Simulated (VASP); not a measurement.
A run of VASP 6.6.1 is set up as follows.

File INCAR:

```
SYSTEM = C9O
ALGO = Normal ; DIPOL = 0.5 0.5 0.482
EDIFF = 1E-7 ; ENCUT = 520
GGA = PS ; IDIPOL = 3
ISIF = 2 ; ISMEAR = 0
LASPH = .True. ; LCHARG = .True.
LDIPOL = .True. ; LELF = .True.
LREAL = .False. ; LVACPOTAV = .True.
LVHAR = .True. ; LWAVE = .False.
NBANDS = 32 ; NELM = 100
PREC = Accurate ; SIGMA = 0.05
```

File KPOINTS:

```
k-points
0
Gamma
  12 12 1
  0 0 0
```

Contents of POSCAR:

```
C9O
1.0
    2.5129226041      0.0000000000      0.0000000000
   -1.2564613021      2.1762548129      0.0000000000
    0.0000000000      0.0000000000     26.8183263218
C O
9 1
Direct
    0.3333333333      0.6666666667      0.3169474447
    0.0000000000      0.0000000000      0.3360742229
    0.0000000000      0.0000000000      0.3934545574
    0.6666666667      0.3333333333      0.4125813356
    0.6666666667      0.3333333333      0.4701022781
    0.3333333333      0.6666666667      0.4891746184
    0.3333333333      0.6666666667      0.5466686351
    0.0000000000      0.0000000000      0.5668436266
    0.0000000000      0.0000000000      0.6216487833
    0.0000000000      0.0000000000      0.6655335414
```

Potentials or basis: VASP PAW PBE potentials, release 64 (C, O).

The run is started by

```sh
$ cat potpaw_PBE.64/C/POTCAR potpaw_PBE.64/O/POTCAR > POTCAR
$ mpirun -np 1 vasp_std > vasp.out
```

(1) What does it give for the largest force?

(2) Estimate the band gap on the k mesh.

## Answers

(1) 4.577 eV/Å.

(2) zero (band 21 reaches 0.36 eV, above the bottom of band 22 at 0.15 eV).

Caveat: the PAW data sets were made with another functional, which shifts forces and pressure a little.
